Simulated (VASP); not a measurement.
Write the native input for VASP 6.6.1 that does the following.

- Task: single point
- Functional: PBE
- Potentials or basis: VASP PAW PBE potentials, release 64 (Ti_sv, Co)
- Cutoff: 520 eV
- k mesh: 20 × 20 × 20
- Occupations: gaussian, width 0.15 eV
- Spin: collinear spin, ferromagnetic start
- Starting moments: [0.0, 1.09] μB
- Dipole correction: no
- Further INCAR settings: ALGO = Normal; EDIFF = 1e-07; NBANDS = 22

The structure of TiCo lies in POSCAR:

```
TiCo
1.0
    2.9855872881      0.0000000000      0.0000000000
    0.0000000000      2.9855872881      0.0000000000
    0.0000000000      0.0000000000      2.9855872881
Ti Co
1 1
Direct
    0.0193379129      0.0193379129      0.0193379129
    0.5000000000      0.5000000000      0.5000000000
```

This cell differs from its parent crystal: all Ti atoms moved -0.100 Å, as atom 1 towards its neighbour atom 2 (Co) at 2.586 Å.

One way to write it, as run:

INCAR

```
PREC     = Accurate       # precision mode
ENCUT    = 520            # plane-wave cutoff, eV
EDIFF    = 1E-7           # SCF threshold, eV
ISMEAR   = 0              # smearing method
SIGMA    = 0.15           # smearing width, eV
LREAL    = F              # projectors in reciprocal space
LASPH    = T              # aspherical terms in the spheres
NELM     = 150            # most SCF steps
ALGO     = Normal         # electronic algorithm
ISIF     = 2              # what is computed and relaxed
LWAVE    = F              # write WAVECAR
LCHARG   = F              # write CHGCAR
ISPIN    = 2              # spin polarisation
MAGMOM   = 0 1.09         # initial moments
LORBIT   = 11             # projections on sites
LMAXMIX  = 4              # l up to which the mixer works
GGA      = PE             # functional
NBANDS   = 22             # bands
```

KPOINTS

```
Automatic mesh
0
Gamma
  20 20 20
```

Potentials or basis: VASP PAW PBE potentials, release 64 (Ti_sv, Co).

Command:

```console
$ cat potpaw_PBE.64/Ti_sv/POTCAR potpaw_PBE.64/Co/POTCAR > POTCAR
$ mpirun -np 1 vasp_std > vasp.out
```

Results of the run:

```
Pressure                                              : -0.1 GPa
Largest force                                         : 0.493 eV/Å
Net moment                                            : 0.84 μB per cell
Site moments                                          : Ti -0.03; Co +0.91 μB
Valence electrons inside the program's atomic spheres : Ti 10.29; Co 8.29
```

Caveat: the cell differs from its parent crystal (all Ti atoms moved -0.100 Å, as atom 1 towards its neighbour atom 2 (Co) at 2.586 Å).

It took 24 min on 1 thread of Oxide Virtual Turin-like Processor, with other jobs on the host, peak memory 0.69 GiB.
